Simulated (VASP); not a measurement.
Input of a VASP 6.6.1 run:

INCAR

```
  ALGO = Normal
  EDIFF = 1E-6
  ENCUT = 520
  GGA = PE
  ISIF = 2
  ISMEAR = -1
  LASPH = True
  LCHARG = False
  LREAL = False
  LWAVE = False
  NBANDS = 14
  NELM = 100
  PREC = Accurate
  SIGMA = 0.15
```

KPOINTS

```
k-points
0
Gamma
  16 16 16
```

File POSCAR:

```
HfN
1.0
    0.0000000000      2.2743602385      2.2743602385
    2.2743602385      0.0000000000      2.2743602385
    2.2743602385      2.2743602385      0.0000000000
Hf N
1 1
Direct
    0.0000000000      0.0000000000      0.0000000000
    0.5000000000      0.5000000000      0.5000000000
```

Potentials or basis: VASP PAW PBE potentials, release 64 (Hf_pv, N).

Run with:

```console
$ cat potpaw_PBE.64/Hf_pv/POTCAR potpaw_PBE.64/N/POTCAR > POTCAR
$ mpirun -np 1 vasp_std > vasp.out
```

Task: Predict the pressure.

Result: -2.3 GPa.
